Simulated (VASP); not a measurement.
Input of a VASP 6.6.1 run:

File INCAR:

```
ALGO     = Normal         # electronic algorithm
EDIFF    = 1E-7           # SCF threshold, eV
ENCUT    = 520            # plane-wave cutoff, eV
GGA      = PE             # functional
ISIF     = 2              # what is computed and relaxed
ISMEAR   = 0              # smearing method
LASPH    = T              # aspherical terms in the spheres
LCHARG   = T              # write CHGCAR
LELF     = T              # ELF
LREAL    = F              # projectors in reciprocal space
LVHAR    = T            
LWAVE    = F              # write WAVECAR
NBANDS   = 62             # bands
NELM     = 80             # most SCF steps
PREC     = Accurate       # precision mode
SIGMA    = 0.1            # smearing width, eV
```

KPOINTS

```
k-points
0
Gamma
  3 3 3
```

Contents of POSCAR:

```
Tl3O2
1.0
    3.2093384072      1.8529123933      5.8414778494
   -3.2093384072      1.8529123933      5.8414778494
    0.0000000000     -3.7058247867      5.8414778494
Tl O
6 4
Direct
    0.0562500000      0.4437500000      0.7500000000
    0.7500000000      0.0562500000      0.4437500000
    0.4437500000      0.7500000000      0.0562500000
    0.9437500000      0.5562500000      0.2500000000
    0.2500000000      0.9437500000      0.5562500000
    0.5562500000      0.2500000000      0.9437500000
    0.8521800000      0.8521800000      0.8521800000
    0.6478200000      0.6478200000      0.6478200000
    0.1478200000      0.1478200000      0.1478200000
    0.3521800000      0.3521800000      0.3521800000
```

Potentials or basis: VASP PAW PBE potentials, release 64 (Tl_d, O).

Command:

```sh
$ cat potpaw_PBE.64/Tl_d/POTCAR potpaw_PBE.64/O/POTCAR > POTCAR
$ mpirun -np 1 vasp_std > vasp.out
```

Question: Predict the largest force.

Answer: 0.034 eV/Å.

Question: Estimate the band gap on the k mesh.

Answer: Zero (bands 51 and 52 overlap by 0.62 eV).

Question: What does it give for the pressure?

Answer: 3.8 GPa.

Stress tensor (GPa, compression positive):
```
4.19 0.00 0.00
0.00 4.19 0.00
0.00 0.00 3.02
```

Caveat: the k points lie up to 0.40 Å⁻¹ apart, too coarse for converged energies and pressures of a metal; spin-orbit coupling is left out, which moves the levels of the heavy elements.
